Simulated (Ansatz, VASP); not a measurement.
Two plane-wave programs on TiAl3

```xyz
4
Lattice="-1.9261 1.9261 4.3010 1.9261 -1.9261 4.3010 1.9261 1.9261 -4.3010" Properties=species:S:1:pos:R:3 pbc="T T T"
Ti    0.0000    0.0000    0.0000
Al    0.0000    0.0000    4.3010
Al    0.0000    1.9261    2.1505
Al    1.9261    0.0000    2.1505
```

Alike in both runs: functional PBE; k mesh 16 × 16 × 16; occupations fermi-dirac, width 0.15 eV; no spin polarisation.

Ansatz relaxed the structure, and its values are those at the end. VASP's run is a single point on that final structure, the one shown.

|  | VASP | Ansatz |
| --- | --- | --- |
| version | VASP 6.6.1 | Ansatz 0.2.0 |
| potentials or method | VASP PAW PBE potentials, release 64 (Ti_sv, Al), cutoff 520 eV | scalar-relativistic, plane waves, PAW |
| valence electrons in the cell | 21 | 21 |

|  | VASP | Ansatz | Ansatz less VASP |
| --- | --- | --- | --- |
| gap on the k mesh at the Fermi level (eV) | none | none | - |
| pressure (GPa) | 0.0 | 0.0 | +0.02 |

A gap of «none» marks a metal or a gap that the smearing closes.
